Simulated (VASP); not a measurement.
# BeC63 (a cell with a defect) in VASP: notebook, part 2 of 2

VASP 6.6.1. The steps go on from the part before.

### 3 Single point, PBEsol

The input, INCAR:

```
PREC = Accurate ; ENCUT = 520
EDIFF = 1E-6 ; ISMEAR = -1
SIGMA = 0.05 ; LREAL = Auto
LASPH = True ; NELM = 100
ALGO = Normal ; ISIF = 2
LWAVE = False ; LCHARG = True
GGA = PS ; LELF = True
LVHAR = True ; NBANDS = 165
NELECT = 256.0 ; ISYM = 0
```

The input, KPOINTS:

```
Automatic mesh
0
Gamma
  1 1 1
  0.25 0.25 0.25
```

The input, POSCAR:

```
BeC63
1.0
    7.1076060000      0.0000000000      0.0000000000
    0.0000000000      7.1076060000      0.0000000000
    0.0000000000      0.0000000000      7.1076060000
C Be
63 1
Direct
    0.0004810000      0.9997810000      0.9999210000
    0.0004030000      0.9996850000      0.5001460000
    0.0003990000      0.5000150000      0.9998360000
    0.0005230000      0.4998070000      0.4999360000
    0.5007170000      0.9996950000      0.9998480000
    0.5004800000      0.9998200000      0.4999290000
    0.5004910000      0.4998150000      0.0000010000
    0.1261400000      0.1254640000      0.1255700000
    0.1243860000      0.1236880000      0.6242690000
    0.1243780000      0.6241640000      0.1238020000
    0.1263350000      0.6246940000      0.6248160000
    0.6248410000      0.1236880000      0.1238200000
    0.6253860000      0.1256380000      0.6248210000
    0.6253900000      0.6247160000      0.1257760000
    0.6335000000      0.6328230000      0.6329190000
    0.2508480000      0.2501580000      0.0005520000
    0.2498500000      0.2491560000      0.5027110000
    0.2507090000      0.7495910000      0.9994770000
    0.2493650000      0.7509800000      0.4973080000
    0.7502960000      0.2500220000      0.9995100000
    0.7516790000      0.2486600000      0.4973230000
    0.7501390000      0.7494470000      0.0001350000
    0.7510000000      0.7503170000      0.5024070000
    0.3762550000      0.3755760000      0.1261110000
    0.3676220000      0.3669440000      0.6338780000
    0.3766080000      0.8765230000      0.1238040000
    0.3758870000      0.8744440000      0.6247720000
    0.8771920000      0.3759250000      0.1238020000
    0.8751430000      0.3752010000      0.6247830000
    0.8753430000      0.8746590000      0.1253550000
    0.8767090000      0.8760110000      0.6241190000
    0.2508460000      0.0004310000      0.2502680000
    0.2507050000      0.9993550000      0.7497250000
    0.2498380000      0.5025850000      0.2492870000
    0.2493830000      0.4971940000      0.7510990000
    0.7502770000      0.9993620000      0.2501410000
    0.7501500000      0.9999930000      0.7495710000
    0.7516540000      0.4972040000      0.2488220000
    0.7510110000      0.5022860000      0.7504390000
    0.3762510000      0.1259670000      0.3757040000
    0.3766030000      0.1236610000      0.8766520000
    0.3676260000      0.6337490000      0.3670770000
    0.3759200000      0.6246580000      0.8745840000
    0.8771940000      0.1236440000      0.3760380000
    0.8753500000      0.1252180000      0.8747990000
    0.8751190000      0.6246400000      0.3753450000
    0.8767370000      0.6240050000      0.8761720000
    0.0011100000      0.2501570000      0.2502920000
    0.0000650000      0.2500030000      0.7497370000
    0.0000480000      0.7495880000      0.2501480000
    0.0006920000      0.7494390000      0.7495680000
    0.5032790000      0.2491480000      0.2492920000
    0.4979030000      0.2486690000      0.7511350000
    0.4978700000      0.7509580000      0.2488260000
    0.5029900000      0.7502920000      0.7504510000
    0.1266450000      0.3755690000      0.3756860000
    0.1243780000      0.3759320000      0.8766310000
    0.1243360000      0.8765100000      0.3760130000
    0.1259050000      0.8746640000      0.8747790000
    0.6344370000      0.3669520000      0.3670440000
    0.6253200000      0.3752250000      0.8745870000
    0.6253230000      0.8744370000      0.3753360000
    0.6246860000      0.8760260000      0.8761500000
    0.4997960000      0.4990070000      0.4992740000
```

Potentials or basis: VASP PAW PBE potentials, release 64 (C, Be).

Started as:

```
$ cat potpaw_PBE.64/C/POTCAR potpaw_PBE.64/Be/POTCAR > POTCAR
$ mpirun -np 1 vasp_std > vasp.out
```

OUTCAR:

```text
PREC = Accurate
   ENCUT = 520
   EDIFF = 1E-6
   ISMEAR = -1
   LREAL = Auto
   LASPH = True
   NELM = 100
   ISIF = 2
   GGA = PS
   NELECT = 256.0
   ISYM = 0

 ion  position               nearest neighbor table
   1  0.000  1.000  1.000-  59 1.54  45 1.54  30 1.54   8 1.55
   2  0.000  1.000  0.500-  58 1.52  44 1.52  31 1.52   9 1.53
   3  0.000  0.500  1.000-  28 1.52  57 1.52  47 1.52  10 1.53
[... 895 lines left out ...]
  -------------------------------------------------------------------------------------
  Total       41.3915036     41.3409786     41.3348005     -0.3577555     -0.3660599     -0.3709011
  in kB      184.6935585    184.4681104    184.4405431     -1.5963455     -1.6334006     -1.6550026
  external PRESSURE =     184.5340706 kB  Pullay stress =       0.0000000 kB

 VOLUME and BASIS-vectors are now :
 -----------------------------------------------------------------------------
  energy-cutoff  :      520.00
  volume of cell :      359.06
      direct lattice vectors                 reciprocal lattice vectors
     7.107606000  0.000000000  0.000000000     0.140694349  0.000000000  0.000000000
     0.000000000  7.107606000  0.000000000     0.000000000  0.140694349  0.000000000
     0.000000000  0.000000000  7.107606000     0.000000000  0.000000000  0.140694349

 POSITION                                       TOTAL-FORCE (eV/Angst)
 -----------------------------------------------------------------------------------
      0.00342      7.10605      7.10704         0.056661      0.069498      0.065872
      0.00286      7.10537      3.55484         0.061293      0.076205     -0.012634
      0.00284      3.55391      7.10644         0.069667     -0.004653      0.069919
      0.00372      3.55243      3.55335         0.059840      0.060475      0.062136
      3.55890      7.10544      7.10653        -0.016590      0.075132      0.067777
      3.55721      7.10633      3.55330         0.056974      0.072143      0.064362
[... 56 lines left out ...]
      4.44002      6.22645      6.22733        -0.046711     -0.025295     -0.020683
      3.55235      3.54675      3.54864         0.157635      0.178104      0.147352
 -----------------------------------------------------------------------------------
    total drift:                               -0.044073     -0.001598      0.011823

  FREE ENERGIE OF THE ION-ELECTRON SYSTEM (eV)
  ---------------------------------------------------
  free  energy   TOTEN  =      -584.6023822364 eV

  energy  without entropy=     -584.6023822363  energy(sigma->0) =     -584.60238224
```

Wall time 10 min (1 thread of Oxide Virtual Turin-like, shared host); peak memory 0.42 GiB.

What came out:

```
Free energy   : -584.6024 eV
Largest force : 0.280 eV/Å
```

Forces on the atoms (eV/Å):
```
C    0.057  0.069  0.066
C    0.061  0.076 -0.013
C    0.070 -0.005  0.070
C    0.060  0.060  0.062
C   -0.017  0.075  0.068
C    0.057  0.072  0.064
C    0.056  0.062  0.060
C   -0.065 -0.066 -0.062
C   -0.048 -0.051 -0.047
C   -0.046 -0.055 -0.044
C   -0.071 -0.054 -0.054
C   -0.057 -0.047 -0.047
C   -0.052 -0.073 -0.049
C   -0.056 -0.056 -0.070
C   -0.078 -0.084 -0.070
C    0.064  0.063  0.058
C    0.019  0.019  0.086
C    0.064  0.064  0.073
C    0.103  0.027  0.070
C    0.059  0.060  0.069
C    0.024  0.109  0.064
C    0.058  0.058  0.063
C    0.103  0.101  0.016
C   -0.075 -0.080 -0.083
C   -0.099 -0.106 -0.130
C   -0.051 -0.078 -0.067
C   -0.032 -0.079 -0.060
C   -0.073 -0.051 -0.066
C   -0.074 -0.038 -0.059
C   -0.060 -0.062 -0.054
C   -0.023 -0.026 -0.043
C    0.062  0.059  0.066
C    0.067  0.075  0.059
C    0.022  0.088  0.018
C    0.104  0.071  0.029
C    0.065  0.070  0.061
C    0.053  0.069  0.054
C    0.031  0.068  0.100
C    0.104  0.018  0.105
C   -0.075 -0.085 -0.080
C   -0.047 -0.066 -0.073
C   -0.097 -0.146 -0.093
C   -0.037 -0.067 -0.076
C   -0.073 -0.062 -0.045
C   -0.059 -0.055 -0.061
C   -0.070 -0.059 -0.036
C   -0.033 -0.049 -0.033
C    0.057  0.059  0.058
C    0.068  0.064  0.055
C    0.064  0.061  0.056
C    0.061  0.054  0.054
C    0.086  0.022  0.019
C    0.067  0.107  0.019
C    0.077  0.031  0.101
C    0.017  0.109  0.098
C   -0.076 -0.079 -0.075
C   -0.071 -0.054 -0.070
C   -0.060 -0.072 -0.042
C   -0.053 -0.061 -0.058
C   -0.135 -0.109 -0.090
C   -0.051 -0.043 -0.080
C   -0.056 -0.078 -0.040
C   -0.047 -0.025 -0.021
Be   0.158  0.178  0.147
```

Caveat: the cell carries a net charge on a neutralising background, which shifts energy and pressure; the cell is charged against a uniform background, so pressure and absolute levels hang on convention; the PAW data sets were made with another functional, which shifts forces and pressure a little.
